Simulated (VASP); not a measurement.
A run of VASP 6.6.1:

INCAR

```
SYSTEM = BiTe
PREC     = Accurate       ! precision mode
ENCUT    = 600            ! plane-wave cutoff, eV
EDIFF    = 1E-6           ! SCF threshold, eV
ISMEAR   = -1             ! smearing method
SIGMA    = 0.05           ! smearing width, eV
LREAL    = .FALSE.        ! projectors in reciprocal space
LASPH    = .TRUE.         ! aspherical terms in the spheres
NELM     = 100            ! most SCF steps
ALGO     = Normal         ! electronic algorithm
ISIF     = 3              ! what is computed and relaxed
LWAVE    = .FALSE.        ! write WAVECAR
LCHARG   = .FALSE.        ! write CHGCAR
GGA      = PS             ! functional
IVDW     = 12             ! dispersion correction
IBRION   = 2              ! ionic algorithm
NSW      = 60             ! ionic steps
EDIFFG   = -0.01          ! ionic threshold
```

File KPOINTS:

```
Automatic mesh
0
G
  7 7 7
  0 0 0
```

Contents of POSCAR:

```
BiTe
1.0
    2.4227077728      1.3987509848      3.3172919545
   -2.4227077728      1.3987509848      3.3172919545
    0.0000000000     -2.7975019696      3.3172919545
Bi Te
1 1
Direct
    0.5000000000      0.5000000000      0.5000000000
    0.0000000000      0.0000000000      0.0000000000
```

Potentials or basis: VASP PAW PBE potentials, release 64 (Bi_d, Te).

Launch:

```sh
$ cat potpaw_PBE.64/Bi_d/POTCAR potpaw_PBE.64/Te/POTCAR > POTCAR
$ mpirun -np 1 vasp_std > vasp.out
```

Hardware: 1 thread of Intel Xeon 8259CL (shared host).

Question: Estimate the wall time of this run.

Answer: It took 5.4 min on 1 thread of Intel Xeon 8259CL (shared host), peak memory 0.26 GiB. Counts: scf iterations 69, k points 44, ion steps 9.
